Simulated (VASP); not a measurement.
# Os in VASP: a series of runs, part 3 of 3

VASP 6.6.1. Earlier steps stand in the parts before.

**6. Electric field gradients, PBEsol (volume scaled by 1.02)**

INCAR

```
PREC = Accurate
ENCUT = 520
EDIFF = 1E-8
ISMEAR = -1
SIGMA = 0.05
LREAL = False
LASPH = True
NELM = 80
ALGO = Normal
ISIF = 2
LWAVE = False
LCHARG = False
GGA = PS
LEFG = True
NBANDS = 10
```

KPOINTS

```
regular mesh
0
Gamma
  14 14 14
```

POSCAR

```
Os
1.0
    0.0000000000      1.9578811701      1.9578811701
    1.9578811701      0.0000000000      1.9578811701
    1.9578811701      1.9578811701      0.0000000000
Os
1
Direct
    0.0000000000      0.0000000000      0.0000000000
```

Potentials or basis: VASP PAW PBE potentials, release 64 (Os).

Command:

```sh
> cat potpaw_PBE.64/Os/POTCAR > POTCAR
> mpirun -np 1 vasp_std > vasp.out
```

OUTCAR:

```text
PREC = Accurate
   ENCUT = 520
   EDIFF = 1E-8
   ISMEAR = -1
   LREAL = False
   LASPH = True
   NELM = 80
   ISIF = 2
   GGA = PS

 ion  position               nearest neighbor table
   1  0.000  0.000  0.000-

  LATTYP: Found a face centered cubic cell.
 ALAT       =     3.9157623402

  Lattice vectors:

 A1 = (   0.0000000000,   1.9578811701,   1.9578811701)
 A2 = (   1.9578811701,   0.0000000000,   1.9578811701)
 A3 = (   1.9578811701,   1.9578811701,   0.0000000000)

Analysis of symmetry for initial positions (statically):
=====================================================================
 Subroutine PRICEL returns:
 Original cell was already a primitive cell.

 Routine SETGRP: Setting up the symmetry group for a
 face centered cubic supercell.

 Subroutine GETGRP returns: Found 48 space group operations
 (whereof 48 operations were pure point group operations)
 out of a pool of 48 trial point group operations.

The static configuration has the point symmetry O_h .

Analysis of symmetry for dynamics (positions and initial velocities):
=====================================================================
 Subroutine PRICEL returns:
 Original cell was already a primitive cell.

 Routine SETGRP: Setting up the symmetry group for a
 face centered cubic supercell.

 Subroutine GETGRP returns: Found 48 space group operations
 (whereof 48 operations were pure point group operations)
 out of a pool of 48 trial point group operations.

The dynamic configuration has the point symmetry O_h .

 Subroutine INISYM returns: Found 48 space group operations
 (whereof 48 operations are pure point group operations),
 and found     1 'primitive' translations

----------------------------------------------------------------------------------------

                                     Primitive cell

  volume of cell :      15.0103

  direct lattice vectors                    reciprocal lattice vectors
     0.000000000  1.957881170  1.957881170    -0.255378114  0.255378114  0.255378114
     1.957881170  0.000000000  1.957881170     0.255378114 -0.255378114  0.255378114
     1.957881170  1.957881170  0.000000000     0.255378114  0.255378114 -0.255378114

  length of vectors
     2.768862104  2.768862104  2.768862104     0.442327868  0.442327868  0.442327868

  position of ions in fractional coordinates (direct lattice)
     0.000000000  0.000000000  0.000000000

  ion indices of the primitive-cell ions
   primitive index   ion index
                 1           1

----------------------------------------------------------------------------------------

 KPOINTS: regular mesh

Automatic generation of k-mesh.
 Grid dimensions read from file:
 generate k-points for:   14   14   14

 Generating k-lattice:
[... 62 lines left out ...]
   EDIFF  = 0.1E-07   stopping-criterion for ELM
   LREAL  =      F    real-space projection
   EDIFFG = 0.1E-06   stopping-criterion for IOM
   NSW    =      0    number of steps for IOM
   IBRION =     -1    ionic relax: 0-MD 1-quasi-New 2-CG
   NFREE  =      0    steps in history (QN), initial steepest desc. (CG)
   ISIF   =      2    stress and relaxation
   ISYM   =      2    0-nonsym 1-usesym 2-fastsym
   POTIM  = 0.5000    time-step for ionic-motion
   TEBEG  =    0.0;   TEEND  =   0.0 temperature during run
   PSTRESS=    0.0 pullay stress
   NELECT =       8.0000    total number of electrons
   NUPDOWN=      -1.0000    fix difference up-down
   EMIN   =  10.00;   EMAX   =-10.00  energy-range for DOS
   EFERMI =   0.00;   METHOD = LEGACY
   ISMEAR =    -1;   SIGMA  =   0.05  broadening in eV -4-tet -1-fermi 0-gaus
   EFERMI_NEDOS =   21; number of points for ismear=-14 and -15
   IALGO  =     38    algorithm
   IMIX   =      4    mixing-type and parameters
     AMIX     =   0.40;   BMIX     =  1.00
     AMIX_MAG =   1.60;   BMIX_MAG =  1.00
  volume/ion in A,a.u.               =      15.01       101.29
  Fermi-wavevector in a.u.,A,eV,Ry     =   1.327319  2.508268 23.970398  1.761775
  Thomas-Fermi vector in A             =   2.456640
   LORBIT       =      0    0 simple, 1 ext, 2 COOP (PROOUT), +10 PAW based schemes
   GGA     = PS    functional components
   LHFCALC =     F    Hartree Fock is set to
   AEXX    =    0.0000 exact exchange contribution
   IVDW    =     0    specifies the selected vdW correction
   LEPSILON=     F    determine dielectric tensor
   LRPA    =     F    only Hartree local field effects (RPA)
 non-spin polarized calculation
  energy-cutoff  :      520.00
  volume of cell :       15.01
 maximum number of plane-waves:       415
 NGX is ok and might be reduce to    24
   NGX = 11   NGY = 11   NGZ = 11

 number of electron       8.0000000 magnetization

 Free energy of the ion-electron system (eV)
  ---------------------------------------------------
  ext. energy  EPLUGINS =         0.00000000
  ---------------------------------------------------
  free energy    TOTEN  =       -12.00534353 eV

  energy without entropy =      -11.99469230  energy(sigma->0) =      -12.00001792

 E-fermi :   8.1141     XC(G=0): -13.7536

 val. band max:        8.1102405598   @ k =   0.3571   0.2857   0.0714
 cond. band min:       8.1160174988   @ k =   0.0714   0.0000   0.0000
 fundamental gap:      0.0057769389
 Fermi energy:         8.1140680799

 k-point     1 :       0.0000    0.0000    0.0000
  band No.  band energies     occupation
      1      -2.0900      2.00000
      2       5.4367      2.00000
      3       5.4367      2.00000
      4       5.4367      2.00000
      5       8.1828      0.40388
      6       8.1828      0.40388
      7      22.4595      0.00000
      8      27.8412      0.00000
      9      27.8412      0.00000
     10      27.8412      0.00000
[... 287 lines left out ...]
 k-point    24 :       0.2857    0.1429    0.0000
  band No.  band energies     occupation
      1       0.6166      2.00000
      2       4.0177      2.00000
      3       5.7662      2.00000
      4       6.5521      2.00000
      5       7.8783      1.98226
      6       9.1512      0.00000
      7      23.2072      0.00000
      8      26.1842      0.00000
      9      28.2075      0.00000
     10      29.1108      0.00000

 [... further k-points ...]
[... 5 lines left out ...]
  --------------------------------------------------------------------------------------
  -------------------------------------------------------------------------------------
  Total       -2.4566081     -2.4566081     -2.4566081     -0.0000000     -0.0000000      0.0000000
  in kB     -262.2149688   -262.2149688   -262.2149688     -0.0000000     -0.0000000      0.0000000
  external PRESSURE =    -262.2149688 kB  Pullay stress =       0.0000000 kB

 VOLUME and BASIS-vectors are now :
 -----------------------------------------------------------------------------
  energy-cutoff  :      520.00
  volume of cell :       15.01
      direct lattice vectors                 reciprocal lattice vectors
     0.000000000  1.957881170  1.957881170    -0.255378114  0.255378114  0.255378114
     1.957881170  0.000000000  1.957881170     0.255378114 -0.255378114  0.255378114
     1.957881170  1.957881170  0.000000000     0.255378114  0.255378114 -0.255378114

 POSITION                                       TOTAL-FORCE (eV/Angst)
 -----------------------------------------------------------------------------------
      0.00000      0.00000      0.00000         0.000000      0.000000      0.000000
 -----------------------------------------------------------------------------------
    total drift:                               -0.000000      0.000000     -0.000000

  FREE ENERGIE OF THE ION-ELECTRON SYSTEM (eV)
  ---------------------------------------------------
  free  energy   TOTEN  =       -12.0053435276 eV

  energy  without entropy=      -11.9946923025  energy(sigma->0) =      -12.00001792

 Electric field gradients (V/A^2)
---------------------------------------------------------------------
 ion       V_xx      V_yy      V_zz      V_xy      V_xz      V_yz
---------------------------------------------------------------------
   1       0.000    -0.000    -0.000     0.000     0.000     0.000
---------------------------------------------------------------------

 Electric field gradients after diagonalization (V/A^2)
 (convention: |V_zz| > |V_xx| > |V_yy|)
----------------------------------------------------------------------
 ion       V_xx      V_yy      V_zz     asymmetry (V_yy - V_xx)/ V_zz
----------------------------------------------------------------------
   1      -0.000    -0.000     0.000       0.000
----------------------------------------------------------------------

           NMR quadrupolar parameters

 Cq : quadrupolar parameter    Cq=e*Q*V_zz/h
 eta: asymmetry parameters     (V_yy - V_xx)/ V_zz
 Q  : nuclear electric quadrupole moment in mb (millibarn)
----------------------------------------------------------------------
 ion       Cq(MHz)       eta       Q (mb)
----------------------------------------------------------------------
   1       0.000       0.000       1.000
----------------------------------------------------------------------
```

OSZICAR:

```text
N       E                     dE             d eps       ncg     rms          rms(c)
DAV:   1     0.343154059101E+02    0.34315E+02   -0.41283E+03  2120   0.733E+02
DAV:   2    -0.116529953195E+02   -0.45968E+02   -0.42616E+02  2148   0.197E+02
DAV:   3    -0.128192688713E+02   -0.11663E+01   -0.11542E+01  2452   0.289E+01
DAV:   4    -0.128225066434E+02   -0.32378E-02   -0.32373E-02  2278   0.173E+00
DAV:   5    -0.128225174368E+02   -0.10793E-04   -0.10793E-04  2304   0.917E-02    0.146E+01
DAV:   6    -0.121698908603E+02    0.65263E+00   -0.83643E-01  2456   0.719E+00    0.596E+00
DAV:   7    -0.120100849436E+02    0.15981E+00   -0.47218E-01  2558   0.513E+00    0.318E-01
DAV:   8    -0.120069244176E+02    0.31605E-02   -0.21613E-03  2160   0.365E-01    0.218E-01
DAV:   9    -0.120053452647E+02    0.15792E-02   -0.73095E-04  2266   0.288E-01    0.291E-02
DAV:  10    -0.120053466259E+02   -0.13612E-05   -0.79345E-06  2298   0.207E-02    0.944E-03
DAV:  11    -0.120053435710E+02    0.30548E-05   -0.80816E-07  2250   0.129E-02    0.143E-03
DAV:  12    -0.120053435333E+02    0.37746E-07   -0.60171E-09  1536   0.686E-04    0.259E-04
DAV:  13    -0.120053435276E+02    0.56480E-08   -0.31607E-10  1142   0.203E-04
   1 F= -.12005344E+02 E0= -.12000018E+02  d E =-.106512E-01
```

stdout:

```text
POSCAR found type information on POSCAR Os
 POSCAR found :  1 types and       1 ions
 scaLAPACK will be used
 -----------------------------------------------------------------------------
|                                                                             |
|                                                                             |
|     You enforced a specific xc type in the INCAR file but a different       |
|     I HOPE YOU KNOW WHAT YOU ARE DOING!                                     |
|                                                                             |
 -----------------------------------------------------------------------------

 LDA part: xc-table for (Slater+PW92), standard interpolation
 POSCAR, INCAR and KPOINTS ok, starting setup
 FFT: planning ... GRIDC
 FFT: planning ... GRID_SOFT
 FFT: planning ... GRID
 WAVECAR not read
 entering main loop
ion   1
```

Wall time 6 s (1 thread of Intel Xeon 6975P-C (Granite Rapids), shared host); peak memory 0.15 GiB.

Results:

| Property | Result |
| --- | --- |
| Free energy | -12.0053 eV |
| Pressure | -26.2 GPa |
| Band gap on the k mesh | zero (band 4 reaches 10.35 eV, above the bottom of band 5 at 6.94 eV) |

Caveat: without QUAD_EFG the Cq values of the log hold for a quadrupole moment of 1 mb, not for the nuclei; the PAW data sets were made with another functional, which shifts forces and pressure a little; spin-orbit coupling is left out, which moves the levels of the heavy elements.

**7. The runs side by side**

```csv
cell,gap on the mesh (eV),pressure (GPa)
"a = 2.737 Å, angles 60.7°, 1 atom",none,-19.8
"a = 2.713 Å, angles 60.0°, 1 atom",none,-4.8
"a = 2.741 Å, angles 60.0°, 1 atom",none,-16.5
"a = 2.769 Å, angles 60.0°, 1 atom",none,-26.2
```

Alike in all rows: task electric field gradients; level PBEsol; potentials or basis VASP PAW PBE potentials, release 64 (Os); no spin polarisation; k mesh 14 × 14 × 14; cutoff (eV) 520; smearing fermi-dirac 0.05 eV.

Caveats: the PAW data sets were made with another functional, which shifts forces and pressure a little; spin-orbit coupling is left out, which moves the levels of the heavy elements.

Total energies depend on the potentials used, so only differences within one code and one set of settings carry meaning.
